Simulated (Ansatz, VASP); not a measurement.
## MgAu in VASP and in Ansatz

File INCAR:

```
SYSTEM = MgAu
PREC     = Accurate       ! precision mode
ENCUT    = 520            ! plane-wave cutoff, eV
EDIFF    = 1E-6           ! SCF threshold, eV
ISMEAR   = -1             ! smearing method
SIGMA    = 0.05           ! smearing width, eV
LREAL    = .FALSE.        ! projectors in reciprocal space
LASPH    = .TRUE.         ! aspherical terms in the spheres
NELM     = 100            ! most SCF steps
ALGO     = Normal         ! electronic algorithm
ISIF     = 2              ! what is computed and relaxed
LWAVE    = .FALSE.        ! write WAVECAR
LCHARG   = .FALSE.        ! write CHGCAR
NBANDS   = 14             ! bands
```

Contents of KPOINTS:

```
Automatic mesh
0
G
  13 13 13
  0 0 0
```

Contents of POSCAR:

```
MgAu
1.0
    3.2805834105      0.0000000000      0.0000000000
    0.0000000000      3.2805834105      0.0000000000
    0.0000000000      0.0000000000      3.2805834105
Mg Au
1 1
Direct
    0.5000000000      0.5000000000      0.5000000000
    0.0000000000      0.0000000000      0.0000000000
```

Input for Ansatz:

```yaml
crystal:
  lattice:
    - [3.2805834105, 0.0, 0.0]
    - [0.0, 3.2805834105, 0.0]
    - [0.0, 0.0, 3.2805834105]
  atoms:
    - { symbol: Mg, position: [0.5, 0.5, 0.5] }
    - { symbol: Au, position: [0.0, 0.0, 0.0] }
kpoints:
  mp_grid: { grid: [13, 13, 13] }
  band_path:
    path:
      - [0.0, 0.0, 0.0]
      - [0.0, 0.5, 0.0]
      - [0.5, 0.5, 0.0]
      - [0.0, 0.0, 0.0]
      - [0.5, 0.5, 0.5]
      - [0.0, 0.5, 0.0]
      - [0.5, 0.5, 0.5]
      - [0.5, 0.5, 0.0]
    npoints: 5
scf:
  occupations: { method: fermi_dirac, width: 0.05 }
hamiltonian:
  xc: lda
  pseudopotentials: { kind: all_electron, lapw: { basis_error: 0.00025 } }
output:
  forces: true
  stress: true
  eigenvalues: true
```

Change from the starting cell: volume scaled by 1.02.

Alike in both runs: task single point; functional LDA; k mesh 13 × 13 × 13; occupations fermi-dirac, width 0.05 eV; no spin polarisation.

|  | VASP | Ansatz |
| --- | --- | --- |
| version | VASP 6.6.1 | Ansatz 0.2.0 |
| potentials or method | VASP PAW LDA potentials, release 64 (Mg, Au), cutoff 520 eV | all-electron LAPW, scalar-relativistic |

```csv
,VASP,Ansatz,Ansatz less VASP
pressure (GPa),-5.5,-5.1,+0.38
```

LDA's correlation is that of Perdew and Zunger in VASP and of Perdew and Wang (1992) in Ansatz. Ansatz ran all-electron here, and VASP with PAW potentials.

Neither program's run includes spin-orbit coupling.
